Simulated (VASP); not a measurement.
A run of VASP 6.6.1:

INCAR

```
SYSTEM = CdTe
PREC = Accurate
ENCUT = 520
EDIFF = 1E-6
ISMEAR = 0
SIGMA = 0.01
LREAL = .False.
LASPH = .True.
NELM = 80
ALGO = Normal
ISIF = 2
LWAVE = .False.
LCHARG = .False.
GGA = PE
NBANDS = 16
```

KPOINTS

```
regular mesh
0
Gamma
  6 6 6
  0 0 0
```

File POSCAR:

```
CdTe
1.0
    0.0000000000      3.2799551171      3.2799551171
    3.2799551171      0.0000000000      3.2799551171
    3.2799551171      3.2799551171      0.0000000000
Cd Te
1 1
Direct
    0.0000000000      0.0000000000      0.0000000000
    0.2500000000      0.2500000000      0.2500000000
```

Potentials or basis: VASP PAW PBE potentials, release 64 (Cd, Te).

The run is started by

```sh
$ cat potpaw_PBE.64/Cd/POTCAR potpaw_PBE.64/Te/POTCAR > POTCAR
$ mpirun -np 1 vasp_std > vasp.out
```

Hardware: 1 thread of Intel(R) Xeon(R) 6975P-C (Granite Rapids) (shared host).

How long does it take, and how much memory?

Run time: 7.3 s on 1 thread of Intel(R) Xeon(R) 6975P-C (Granite Rapids), on a shared host, peak memory 0.21 GiB. Counts: scf iterations 12, k points 16.
